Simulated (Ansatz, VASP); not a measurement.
## Two plane-wave programs on Sn

The input INCAR:

```
SYSTEM = Sn
ALGO     = Fast           ! electronic algorithm
EDIFF    = 1E-6           ! SCF threshold, eV
ENCUT    = 520            ! plane-wave cutoff, eV
GGA      = PE             ! functional
ISIF     = 2              ! what is computed and relaxed
ISMEAR   = 0              ! smearing method
LASPH    = .True.         ! aspherical terms in the spheres
LCHARG   = .False.        ! write CHGCAR
LREAL    = .False.        ! projectors in reciprocal space
LWAVE    = .False.        ! write WAVECAR
NBANDS   = 21             ! bands
NELM     = 60             ! most SCF steps
PREC     = Accurate       ! precision mode
SIGMA    = 0.1            ! smearing width, eV
```

Contents of KPOINTS:

```
k-points
0
Gamma
  9 9 9
  0 0 0
```

File POSCAR:

```
Sn
1.0
    4.4549543900      0.0000000000      0.0000000000
   -3.3066746885      2.9853845851      0.0000000000
   -0.5741398507     -1.4926922926      4.1579865041
Sn
2
Direct
    0.0000000000      0.0000000000      0.0000000000
    0.7500000000      0.2500000000      0.5000000000
```

input.yaml

```yaml
crystal:
  lattice:
    - [4.45495439, 0.0, 0.0]
    - [-3.3066746885, 2.9853845851, 0.0]
    - [-0.5741398507, -1.4926922926, 4.1579865041]
  atoms:
    - { symbol: Sn, position: [0.0, 0.0, 0.0] }
    - { symbol: Sn, position: [0.75, 0.25, 0.5] }
hamiltonian:
  xc: pbe
  pseudopotentials: { kind: paw }
kpoints:
  mp_grid: { grid: [9, 9, 9] }
scf:
  occupations: { method: gaussian, width: 0.1 }
output:
  forces: true
  stress: true
  eigenvalues: true
```

Alike in both runs: task single point; functional PBE; k mesh 9 × 9 × 9; occupations gaussian, width 0.1 eV; no spin polarisation.

```csv
,VASP,Ansatz
version,VASP 6.6.1,Ansatz 0.2.0
potentials or method,"VASP PAW PBE potentials, release 64 (Sn_d)",Ansatz PAW
plane-wave cutoff (eV),520,420
valence electrons in the cell,28,28
```

```csv
,VASP,Ansatz,Ansatz less VASP
gap on the k mesh at the Fermi level (eV),none,none,-
pressure (GPa),1.3,1.4,+0.06
"traceless stress, the component that is largest in VASP (GPa)",-0.21,-0.21,+0.003
```

A gap of «none» marks a metal or a gap that the smearing closes.
